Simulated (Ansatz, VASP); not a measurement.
## Two plane-wave programs on SiC

```
Si C
1.0
     5.32294    0.00000    0.00000
     0.00000    5.32294    0.00000
     0.00000    0.00000    3.09265
Si C
4 4
Cartesian
  3.5961 3.5961 0.0000
  4.3883 0.9346 1.5463
  1.7268 1.7268 0.0000
  0.9346 4.3883 1.5463
  4.3405 4.3405 1.5463
  3.6439 1.6791 0.0000
  0.9824 0.9824 1.5463
  1.6791 3.6439 0.0000
```

Alike in both runs: functional PBE; k mesh 6 × 6 × 10; occupations gaussian, width 0.02 eV; no spin polarisation.

Ansatz relaxed the structure, and its values are those at the end. VASP's run is a single point on that final structure, the one shown.

|  | VASP | Ansatz |
| --- | --- | --- |
| version | VASP 6.6.1 | Ansatz 0.2.0 |
| potentials or method | VASP PAW PBE potentials, release 64 (Si, C), cutoff 520 eV | scalar-relativistic, plane waves, PAW |
| valence electrons in the cell | 32 | 32 |

|  | VASP | Ansatz | Ansatz less VASP |
| --- | --- | --- | --- |
| gap on the k mesh at the Fermi level (eV) | 2.20 | 2.21 | +0.004 |
| least direct gap on the mesh (eV) | 2.88 | 2.89 | +0.005 |
| pressure (GPa) | 0.0 | 0.0 | +0.07 |
| rms of the force components (eV/Å) | 0.003 | 0.002 | -0.0010 |
